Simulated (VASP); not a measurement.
# InAs (F-43m) in VASP: notebook, part 2 of 2

VASP 6.6.1.

### Step 3. Single point, PBEsol, non-collinear spin, zero start, spin-orbit coupling

Contents of INCAR:

```
ALGO = Normal
EDIFF = 1E-6
ENCUT = 520
GGA = PS
GGA_COMPAT = False
ISIF = 2
ISMEAR = -1
LASPH = True
LCHARG = False
LNONCOLLINEAR = True
LORBIT = 11
LORBMOM = True
LREAL = False
LSORBIT = True
LWAVE = False
MAGMOM = 0 0 0 0 0 0
NBANDS = 30
NELM = 150
PREC = Accurate
SIGMA = 0.05
```

Contents of KPOINTS:

```
k-points
0
Gamma
  6 6 6
```

Contents of POSCAR:

```
InAs
1.0
    0.0000000000      3.0180000000      3.0180000000
    3.0180000000      0.0000000000      3.0180000000
    3.0180000000      3.0180000000      0.0000000000
In As
1 1
Direct
    0.0000000000      0.0000000000      0.0000000000
    0.7500000000      0.7500000000      0.7500000000
```

Potentials or basis: VASP PAW PBE potentials, release 64 (In_d, As).

Started as:

```console
$ cat potpaw_PBE.64/In_d/POTCAR potpaw_PBE.64/As/POTCAR > POTCAR
$ mpirun -np 1 vasp_ncl > vasp.out
```

OUTCAR:

```text
EDIFF = 1E-6
   ENCUT = 520
   GGA = PS
   ISIF = 2
   ISMEAR = -1
   LASPH = True
   LNONCOLLINEAR = True
   LORBIT = 11
   LREAL = False
   LSORBIT = True
   NELM = 150
   PREC = Accurate

 ion  position               nearest neighbor table
   1  0.000  0.000  0.000-   2 2.61   2 2.61   2 2.61   2 2.61
   2  0.750  0.750  0.750-   1 2.61   1 2.61   1 2.61   1 2.61

  LATTYP: Found a face centered cubic cell.
 ALAT       =     6.0360000000

  Lattice vectors:

 A1 = (   0.0000000000,   3.0180000000,   3.0180000000)
 A2 = (   3.0180000000,   0.0000000000,   3.0180000000)
 A3 = (   3.0180000000,   3.0180000000,   0.0000000000)

Analysis of symmetry for initial positions (statically):
=====================================================================
 Subroutine PRICEL returns:
 Original cell was already a primitive cell.

 Routine SETGRP: Setting up the symmetry group for a
 face centered cubic supercell.

 Subroutine GETGRP returns: Found 24 space group operations
 (whereof 24 operations were pure point group operations)
 out of a pool of 48 trial point group operations.
[... 983 lines left out ...]
     0.0000000     0.0000000     0.0000000     0.0000000     0.0000000     0.0000000     0.0000000
     0.0000000     0.0000000     0.0000000     0.0000000     0.0000000     0.0000000     0.0000000
     0.0000000     0.0000000     0.0000000     0.0000000     0.0000000     0.0000000     0.0000000
     0.0000000     0.0000000     0.0000000     0.0000000     0.0000000     0.0000000     0.0000000
     0.0000000     0.0000000     0.0000000     0.0000000     0.0000000     0.0000000     0.0000000
     0.0000000     0.0000000     0.0000000     0.0000000     0.0000000     0.0000000     0.0000000

 Ion:    2  E_soc:     -0.0266081
 l=   1
     0.0000000    -0.0044328    -0.0044328
    -0.0044328     0.0000000    -0.0044328
    -0.0044328    -0.0044328     0.0000000
 l=   2
     0.0000000    -0.0000008     0.0000000    -0.0000008    -0.0000011
    -0.0000008     0.0000000    -0.0000008    -0.0000008    -0.0000003
     0.0000000    -0.0000008     0.0000000    -0.0000008     0.0000000
    -0.0000008    -0.0000008    -0.0000008     0.0000000    -0.0000003
    -0.0000011    -0.0000003     0.0000000    -0.0000003     0.0000000
 l=   3
     0.0000000     0.0000000     0.0000000     0.0000000     0.0000000     0.0000000     0.0000000
     0.0000000     0.0000000     0.0000000     0.0000000     0.0000000     0.0000000     0.0000000
     0.0000000     0.0000000     0.0000000     0.0000000     0.0000000     0.0000000     0.0000000
     0.0000000     0.0000000     0.0000000     0.0000000     0.0000000     0.0000000     0.0000000
     0.0000000     0.0000000     0.0000000     0.0000000     0.0000000     0.0000000     0.0000000
     0.0000000     0.0000000     0.0000000     0.0000000     0.0000000     0.0000000     0.0000000
     0.0000000     0.0000000     0.0000000     0.0000000     0.0000000     0.0000000     0.0000000

 total charge

# of ion       s       p       d       tot
------------------------------------------
    1        0.847   0.745   9.890  11.483
    2        1.222   1.568   0.022   2.812
--------------------------------------------------
tot          2.069   2.313   9.913  14.295

 magnetization (x)

# of ion       s       p       d       tot
------------------------------------------
    1        0.000   0.000   0.000   0.000
    2       -0.000  -0.000  -0.000  -0.000
--------------------------------------------------
tot         -0.000  -0.000  -0.000  -0.000

 magnetization (y)

# of ion       s       p       d       tot
------------------------------------------
    1        0.000   0.000   0.000   0.000
    2        0.000  -0.000   0.000  -0.000
--------------------------------------------------
tot          0.000  -0.000   0.000  -0.000

 magnetization (z)

# of ion       s       p       d       tot
------------------------------------------
    1        0.000  -0.000   0.000  -0.000
    2       -0.000  -0.000   0.000  -0.000
--------------------------------------------------
tot          0.000  -0.000   0.000  -0.000
```

OSZICAR:

```text
N       E                     dE             d eps       ncg     rms          rms(c)
DAV:   1     0.155999310592E+03    0.15600E+03   -0.79185E+03  1320   0.132E+03
DAV:   2     0.840427705413E+01   -0.14760E+03   -0.14108E+03  1326   0.357E+02
DAV:   3    -0.807072314282E+01   -0.16475E+02   -0.16191E+02  1580   0.126E+02
DAV:   4    -0.878303372639E+01   -0.71231E+00   -0.71044E+00  1592   0.266E+01
DAV:   5    -0.881735405786E+01   -0.34320E-01   -0.34315E-01  2018   0.554E+00    0.460E+00
DAV:   6    -0.854526229335E+01    0.27209E+00   -0.33139E-01  1894   0.125E+01    0.250E+00
DAV:   7    -0.851538999384E+01    0.29872E-01   -0.16625E-01  2076   0.376E+00    0.803E-01
DAV:   8    -0.851348143351E+01    0.19086E-02   -0.13699E-02  1952   0.152E+00    0.567E-01
DAV:   9    -0.851348698860E+01   -0.55551E-05   -0.17528E-03  1896   0.354E-01    0.164E-01
DAV:  10    -0.851358459712E+01   -0.97609E-04   -0.59684E-04  1866   0.518E-01    0.765E-02
DAV:  11    -0.851360508546E+01   -0.20488E-04   -0.84867E-05  1754   0.170E-01    0.190E-02
DAV:  12    -0.851361202226E+01   -0.69368E-05   -0.21156E-05  1782   0.417E-02    0.141E-02
DAV:  13    -0.851361158780E+01    0.43446E-06   -0.55017E-07  1242   0.982E-03
   1 F= -.85136116E+01 E0= -.85132641E+01  d E =-.694949E-03  mag=    -0.0000    -0.0000    -0.0000
```

stdout:

```text
POSCAR found type information on POSCAR InAs
 POSCAR found :  2 types and       2 ions
 scaLAPACK will be used
 -----------------------------------------------------------------------------
|                                                                             |
|                                                                             |
|     You enforced a specific xc type in the INCAR file but a different       |
|     I HOPE YOU KNOW WHAT YOU ARE DOING!                                     |
|                                                                             |
 -----------------------------------------------------------------------------

 LDA part: xc-table for (Slater+PW92), standard interpolation
 POSCAR, INCAR and KPOINTS ok, starting setup
 FFT: planning ... GRIDC
 FFT: planning ... GRID_SOFT
 FFT: planning ... GRID
 WAVECAR not read
 entering main loop
```

Run time: 2 min. Hardware: 1 thread of AMD EPYC 7R13, shared host; peak memory 0.3 GiB.

Results:

* Free energy: -8.5136 eV
* Pressure: 1.6 GPa
* Net moment: 0.00 μB per cell
* Valence electrons inside the program's atomic spheres: In 11.48; As 2.81

Moments on the atoms (μB; x, y, z):
```
In  0.00 0.00 0.00
As  0.00 0.00 0.00
```

Caveat: the PAW data sets were made with another functional, which shifts forces and pressure a little.

### Step 4. Single point, PBEsol+D3(BJ)

This run uses another cell than the first one, of 25.84 Å³/atom, 0.940 times its volume.

Contents of INCAR:

```
PREC = Accurate
ENCUT = 520
EDIFF = 1E-7
ISMEAR = 0
SIGMA = 0.01
LREAL = F
LASPH = T
NELM = 100
ALGO = Normal
ISIF = 2
LWAVE = F
LCHARG = T
GGA = PS
IVDW = 12
LELF = T
LVHAR = T
NBANDS = 16
```

Contents of KPOINTS:

```
Automatic mesh
0
Gamma
  8 8 8
```

Contents of POSCAR:

```
InAs
1.0
    0.0000000000      2.9563908761      2.9563908761
    2.9563908761      0.0000000000      2.9563908761
    2.9563908761      2.9563908761      0.0000000000
In As
1 1
Direct
    0.0000000000      0.0000000000      0.0000000000
    0.7500000000      0.7500000000      0.7500000000
```

Started as:

```console
$ cat potpaw_PBE.64/In_d/POTCAR potpaw_PBE.64/As/POTCAR > POTCAR
$ mpirun -np 1 vasp_std > vasp.out
```

Wall time 34 s (1 thread of AMD EPYC 7R13, shared host); peak memory 0.16 GiB.

Results (log left out):

```yaml
Free_energy: -9.0762 eV
Pressure: 4.0 GPa
Band_gap_on_the_k_mesh: 0.06 eV, direct
Dispersion_energy_per_atom: -0.337 eV
```

Levels at points of the mesh, in eV from the valence-band top:
| k point | band 5 | band 6 | band 7 | band 8 | band 9 | band 10 | band 11 | band 12 | band 13 | band 14 |
| --- | --- | --- | --- | --- | --- | --- | --- | --- | --- | --- |
| (0.00, 0.00, 0.00) | -14.34 | -12.35 | 0.00 | 0.00 | 0.00 | 0.06 | 3.87 | 3.87 | 3.87 | 7.56 |
| (0.50, 0.00, 0.00) | -14.33 | -10.64 | -6.18 | -1.10 | -1.10 | 1.02 | 4.65 | 4.65 | 6.77 | 9.28 |
| (0.50, 0.50, 0.00) | -14.31 | -10.02 | -6.19 | -2.59 | -2.59 | 1.32 | 1.97 | 9.53 | 9.69 | 9.69 |

Caveat: three body term missing; the PAW data sets were made with another functional, which shifts forces and pressure a little; spin-orbit coupling is left out, which moves the levels of the heavy elements.

### Step 5. The runs side by side

| level | spin | cell | k mesh | smearing | gap on the mesh (eV) | pressure (GPa) |
| --- | --- | --- | --- | --- | --- | --- |
| PBE | off | a = 4.268 Å, angles 60.0°, 2 atoms | 8 × 8 × 8 | gaussian 0.027 eV | none | 4.4 |
| PBEsol | non-collinear, zero start, SOC | a = 4.268 Å, angles 60.0°, 2 atoms | 6 × 6 × 6 | fermi-dirac 0.05 eV | - | 1.6 |
| PBEsol+D3(BJ) | off | a = 4.181 Å, angles 60.0°, 2 atoms | 8 × 8 × 8 | gaussian 0.01 eV | 0.06 | 4.0 |

Alike in all rows: task single point; potentials or basis VASP PAW PBE potentials, release 64 (In_d, As); cutoff (eV) 520.

Caveats: spin-orbit coupling is left out, which moves the levels of the heavy elements (some runs); the PAW data sets were made with another functional, which shifts forces and pressure a little (some runs); three body term missing (some runs).

Absolute energies hang on the potentials; compare differences alone.
